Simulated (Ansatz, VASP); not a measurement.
# Two plane-wave programs on Ga

```xyz
1
Lattice="-1.4069 1.4069 2.2672 1.4069 -1.4069 2.2672 1.4069 1.4069 -2.2672" Properties=species:S:1:pos:R:3 pbc="T T T"
Ga    0.0000    0.0000    0.0000
```

Alike in both runs: functional PBE; dispersion D3(BJ); k mesh 20 × 20 × 20; occupations gaussian, width 0.1 eV; no spin polarisation.

Ansatz relaxed the structure, and its values are those at the end. VASP's run is a single point on that final structure, the one shown.

|  | VASP | Ansatz |
| --- | --- | --- |
| version | VASP 6.6.1 | Ansatz 0.2.0 |
| potentials or method | VASP PAW PBE potentials, release 64 (Ga_d), cutoff 520 eV | scalar-relativistic, plane waves, PAW |
| valence electrons in the cell | 13 | 13 |

```csv
,VASP,Ansatz,Ansatz less VASP
gap on the k mesh at the Fermi level (eV),none,none,-
pressure (GPa),-0.1,0.0,+0.12
```

A gap of «none» marks a metal or a gap that the smearing closes.
